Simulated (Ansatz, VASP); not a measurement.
**Nb: VASP beside Ansatz**

The input INCAR:

```
PREC = Accurate
ENCUT = 520
EDIFF = 1E-7
ISMEAR = -1
SIGMA = 0.05
LREAL = F
LASPH = T
NELM = 60
ALGO = Normal
ISIF = 2
LWAVE = F
LCHARG = F
LDIPOL = T
IDIPOL = 3
DIPOL = 0.5 0.5 0.500
GGA = PE
NBANDS = 40
```

KPOINTS

```
Automatic mesh
0
Gamma
  10 10 1
```

Contents of POSCAR:

```
Nb
1.0
    2.8820459413      0.0000000000      0.0000000000
   -0.9606819804      2.7172189717      0.0000000000
    0.0000000000      0.0000000000     24.4127226284
Nb
5
Direct
    0.5000000000      0.5000000000      0.3072168604
    0.0000000000      0.0000000000      0.4036084302
    0.5000000000      0.5000000000      0.5000000000
    0.0000000000      0.0000000000      0.5963915698
    0.5000000000      0.5000000000      0.6927831396
```

The input input.yaml:

```yaml
crystal:
  lattice:
    - [2.8820459413, 0.0, 0.0]
    - [-0.9606819804, 2.7172189717, 0.0]
    - [0.0, 0.0, 24.4127226284]
  atoms:
    - { symbol: Nb, position: [0.5, 0.5, 0.3072168604] }
    - { symbol: Nb, position: [0.0, 0.0, 0.4036084302] }
    - { symbol: Nb, position: [0.5, 0.5, 0.5] }
    - { symbol: Nb, position: [0.0, 0.0, 0.5963915698] }
    - { symbol: Nb, position: [0.5, 0.5, 0.6927831396] }
hamiltonian:
  xc: pbe
  pseudopotentials: { kind: paw }
kpoints:
  mp_grid: { grid: [10, 10, 1] }
scf:
  occupations: { method: fermi_dirac, width: 0.05 }
output:
  forces: true
  eigenvalues: true
  write_density: true
  write_potential: true
  elf: true
  volumetric_format: npy
efield:
  axis: 3
  dipole_correction: true
  ramp_width: 0.04
```

Alike in both runs: task single point; functional PBE; k mesh 10 × 10 × 1; occupations fermi-dirac, width 0.05 eV; no spin polarisation.

|  | VASP | Ansatz |
| --- | --- | --- |
| version | VASP 6.6.1 | Ansatz 0.2.0 |
| potentials or method | VASP PAW PBE potentials, release 64 (Nb_sv) | Ansatz PAW |
| plane-wave cutoff (eV) | 520 | 420 |
| valence electrons in the cell | 65 | 65 |

```tsv
	VASP	Ansatz	Ansatz less VASP
gap on the k mesh at the Fermi level (eV)	none	none	-
rms of the force components (eV/Å)	0.238	0.234	-0.0039
```

Atom by atom the forces differ by 0.005 eV/Å (rms over components). A gap of «none» marks a metal or a gap that the smearing closes.
